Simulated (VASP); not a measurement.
Write the native input for VASP 6.6.1 that does the following.

| Quantity | Value |
| --- | --- |
| Task | single point |
| Functional | PBE |
| Potentials or basis | VASP PAW PBE potentials, release 64 (Ti_sv) |
| Cutoff | 500 eV |
| k mesh | 12 × 12 × 14 |
| Occupations | gaussian, width 0.15 eV |
| Spin | no spin polarisation |
| Dipole correction | no |
| Further INCAR settings | ALGO = Normal; EDIFF = 1e-06; NBANDS = 25 |

The structure of Ti lies in POSCAR:

```
Ti
1.0
    4.5790987804      0.0000000000      0.0000000000
   -2.2895493902      3.9656158702      0.0000000000
    0.0000000000      0.0000000000      2.8317615649
Ti
3
Direct
   -0.0329104060      0.0000000000      0.0000000000
    0.3497885363      0.6666666667      0.4237223915
    0.6831218697      0.3333333333      0.5762776085
```

This cell differs from its parent crystal: atoms displaced along several vibrational modes.

The input as run:

INCAR

```
ALGO     = Normal         # electronic algorithm
EDIFF    = 1E-6           # SCF threshold, eV
ENCUT    = 500            # plane-wave cutoff, eV
GGA      = PE             # functional
GGA_COMPAT= F            
ISIF     = 2              # what is computed and relaxed
ISMEAR   = 0              # smearing method
LASPH    = T              # aspherical terms in the spheres
LCHARG   = F              # write CHGCAR
LREAL    = F              # projectors in reciprocal space
LWAVE    = F              # write WAVECAR
NBANDS   = 25             # bands
NELM     = 120            # most SCF steps
PREC     = Accurate       # precision mode
SIGMA    = 0.15           # smearing width, eV
```

KPOINTS

```
k-points
0
Gamma
  12 12 14
```

Potentials or basis: VASP PAW PBE potentials, release 64 (Ti_sv).

Command:

```sh
$ cat potpaw_PBE.64/Ti_sv/POTCAR > POTCAR
$ mpirun -np 1 vasp_std > vasp.out
```

Results of the run:

```yaml
Pressure: 1.4 GPa
Largest_force: 0.732 eV/Å
Band_gap_on_the_k_mesh: zero (bands 18 and 19 overlap by 0.34 eV)
```

Caveat: the cell differs from its parent crystal (atoms displaced along several vibrational modes).

It took 17 min on 1 thread of Intel Xeon 8259CL, with other jobs on the host, peak memory 0.58 GiB.
